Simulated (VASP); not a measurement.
# SnTe (I4mm) in VASP: a series of runs, part 2 of 2

VASP 6.6.1. The steps go on from the part before.

## Step 3: Single point, PBE (atoms displaced along a vibrational mode, the cell strained)

Input file INCAR:

```
PREC = Accurate
ENCUT = 520
EDIFF = 1E-6
ISMEAR = 0
SIGMA = 0.03
LREAL = False
LASPH = True
NELM = 80
ALGO = Normal
ISIF = 2
LWAVE = False
LCHARG = False
GGA = PE
NBANDS = 17
```

Input file KPOINTS:

```
Automatic mesh
0
Gamma
  10 10 10
```

Input file POSCAR:

```
SnTe
1.0
    0.0000000000      3.2597131673      3.2597131673
    3.2597131673      0.0000000000      3.2597131673
    3.2597131673      3.2597131673      0.0000000000
Sn Te
1 1
Direct
    0.0028694672     -0.0028694672     -0.0028694672
    0.4973304510      0.5026695490      0.5026695490
```

Potentials or basis: VASP PAW PBE potentials, release 64 (Sn_d, Te).

Command:

```bash
$ cat potpaw_PBE.64/Sn_d/POTCAR potpaw_PBE.64/Te/POTCAR > POTCAR
$ mpirun -np 1 vasp_std > vasp.out
```

Wall time 51 s (1 thread of Intel Xeon 6975P-C (Granite Rapids), shared host); peak memory 0.28 GiB.

Results (log left out):

```
Free energy            : -7.5451 eV
Pressure               : -1.9 GPa
Largest force          : 0.024 eV/Å
Band gap on the k mesh : 0.20 eV
```

Forces on the atoms (eV/Å):
```
Sn  -0.024  0.000  0.000
Te   0.024  0.000  0.000
```

Levels at points of the mesh, in eV from the valence-band top:
```csv
k point,band 7,band 8,band 9,band 10,band 11,band 12,band 13,band 14
"(0.00, 0.00, 0.00)",-4.93,-1.76,-1.75,-1.75,3.24,3.24,3.25,5.05
"(0.50, 0.00, 0.00)",-7.71,-1.45,-1.44,0.00,0.20,0.63,0.64,7.67
"(0.50, 0.50, 0.00)",-6.28,-4.76,-3.15,-3.14,2.68,4.56,4.57,5.77
"(0.00, 0.50, 0.50)",-6.29,-4.75,-3.15,-3.15,2.69,4.56,4.56,5.78
```

Caveat: the cell differs from its parent crystal (atoms displaced along a vibrational mode, the cell strained); semilocal functionals underestimate gaps, and a narrow one can read as zero; spin-orbit coupling is left out, which moves the levels of the heavy elements.

## Step 4: Single point, PBE (atoms displaced along a vibrational mode, the cell strained)

Input file INCAR:

```
ALGO = Normal
EDIFF = 1E-6
ENCUT = 520
GGA = PE
ISIF = 2
ISMEAR = 0
LASPH = T
LCHARG = F
LREAL = F
LWAVE = F
NBANDS = 17
NELM = 80
PREC = Accurate
SIGMA = 0.03
```

Input file KPOINTS:

```
k-points
0
Gamma
  10 10 10
```

Input file POSCAR:

```
SnTe
1.0
    0.0000000000      3.2597131673      3.2597131673
    3.2597131673      0.0000000000      3.2597131673
    3.2597131673      3.2597131673      0.0000000000
Sn Te
1 1
Direct
    0.0057389344     -0.0057389344     -0.0057389344
    0.4946609020      0.5053390980      0.5053390980
```

Potentials or basis: VASP PAW PBE potentials, release 64 (Sn_d, Te).

Command:

```bash
$ cat potpaw_PBE.64/Sn_d/POTCAR potpaw_PBE.64/Te/POTCAR > POTCAR
$ mpirun -np 1 vasp_std > vasp.out
```

OUTCAR:

```text
EDIFF = 1E-6
   ENCUT = 520
   GGA = PE
   ISIF = 2
   ISMEAR = 0
   LASPH = T
   LREAL = F
   NELM = 80
   PREC = Accurate

 ion  position               nearest neighbor table
   1  0.006  0.994  0.994-   2 3.19   2 3.26   2 3.26   2 3.26   2 3.26   2 3.33
   2  0.495  0.505  0.505-   1 3.19   1 3.26   1 3.26   1 3.26   1 3.26   1 3.33

  LATTYP: Found a face centered cubic cell.
 ALAT       =     6.5194263346

  Lattice vectors:

[... 667 lines left out ...]

------------------------ aborting loop because EDIFF is reached ----------------------------------------

  FORCE on cell =-STRESS in cart. coord.  units (eV):
  Direction    XX          YY          ZZ          XY          YZ          ZX
  --------------------------------------------------------------------------------------
  -------------------------------------------------------------------------------------
  Total       -0.7679394     -0.8113377     -0.8113377      0.0000000      0.0000000      0.0000000
  in kB      -17.7610804    -18.7648059    -18.7648059      0.0000000      0.0000000      0.0000000
  external PRESSURE =     -18.4302308 kB  Pullay stress =       0.0000000 kB

 VOLUME and BASIS-vectors are now :
 -----------------------------------------------------------------------------
  energy-cutoff  :      520.00
  volume of cell :       69.27
      direct lattice vectors                 reciprocal lattice vectors
     0.000000000  3.259713167  3.259713167    -0.153387729  0.153387729  0.153387729
     3.259713167  0.000000000  3.259713167     0.153387729 -0.153387729  0.153387729
     3.259713167  3.259713167  0.000000000     0.153387729  0.153387729 -0.153387729

 POSITION                                       TOTAL-FORCE (eV/Angst)
 -----------------------------------------------------------------------------------
      6.48201      3.25971      3.25971        -0.042046      0.000000      0.000000
      3.29452      3.25971      3.25971         0.042046      0.000000      0.000000
 -----------------------------------------------------------------------------------
    total drift:                               -0.000496     -0.000000     -0.000000

  FREE ENERGIE OF THE ION-ELECTRON SYSTEM (eV)
  ---------------------------------------------------
  free  energy   TOTEN  =        -7.5462862473 eV

  energy  without entropy=       -7.5462862473  energy(sigma->0) =       -7.54628625
```

OSZICAR:

```text
N       E                     dE             d eps       ncg     rms          rms(c)
DAV:   1     0.124346516966E+03    0.12435E+03   -0.94458E+03  3501   0.130E+03
DAV:   2     0.410675965289E+01   -0.12024E+03   -0.11705E+03  3672   0.324E+02
DAV:   3    -0.728167663993E+01   -0.11388E+02   -0.11302E+02  4319   0.895E+01
DAV:   4    -0.761842192176E+01   -0.33675E+00   -0.33648E+00  4063   0.159E+01
DAV:   5    -0.763215288380E+01   -0.13731E-01   -0.13730E-01  5102   0.316E+00    0.357E+00
DAV:   6    -0.754401119346E+01    0.88142E-01   -0.21485E-01  4428   0.275E+00    0.222E+00
DAV:   7    -0.754486927297E+01   -0.85808E-03   -0.63472E-02  3985   0.110E+00    0.890E-01
DAV:   8    -0.754624463030E+01   -0.13754E-02   -0.78012E-03  4198   0.700E-01    0.148E-01
DAV:   9    -0.754625394366E+01   -0.93134E-05   -0.11391E-03  4727   0.272E-01    0.502E-02
DAV:  10    -0.754627634472E+01   -0.22401E-04   -0.15390E-04  4281   0.870E-02    0.258E-02
DAV:  11    -0.754628616437E+01   -0.98197E-05   -0.38524E-05  4251   0.399E-02    0.198E-02
DAV:  12    -0.754628624732E+01   -0.82950E-07   -0.19361E-06  4364   0.925E-03
   1 F= -.75462862E+01 E0= -.75462862E+01  d E =-.231255E-11
```

It took 62 s on 1 thread of Intel Xeon 6975P-C (Granite Rapids), shared host; peak memory 0.28 GiB.

What came out:

| Item | Value |
| --- | --- |
| Free energy | -7.5463 eV |
| Pressure | -1.8 GPa |
| Largest force | 0.042 eV/Å |
| Band gap on the k mesh | 0.26 eV |

Forces in eV/Å, atoms in the order of the input:
```
Sn  -0.042  0.000  0.000
Te   0.042  0.000  0.000
```

Stress tensor (GPa, compression positive):
```
-1.78  0.00  0.00
 0.00 -1.88  0.00
 0.00  0.00 -1.88
```

Caveat: the cell differs from its parent crystal (atoms displaced along a vibrational mode, the cell strained); semilocal functionals underestimate gaps, and a narrow one can read as zero; spin-orbit coupling is left out, which moves the levels of the heavy elements.

## Step 5: The runs side by side

| cell | gap on the mesh (eV) | pressure (GPa) | largest force (eV/Å) |
| --- | --- | --- | --- |
| as given, atomic positions A | 0.32 | -1.8 | 0.05 |
| as given, atomic positions B | 0.20 | -1.9 | 0.02 |
| as given, atomic positions C | 0.26 | -1.8 | 0.04 |

Alike in all rows: task single point; level PBE; potentials or basis VASP PAW PBE potentials, release 64 (Sn_d, Te); no spin polarisation; k mesh 10 × 10 × 10; cutoff (eV) 520; smearing gaussian 0.03 eV.

Caveats: semilocal functionals underestimate gaps, and a narrow one can read as zero; spin-orbit coupling is left out, which moves the levels of the heavy elements.

Absolute energies hang on the potentials; compare differences alone.
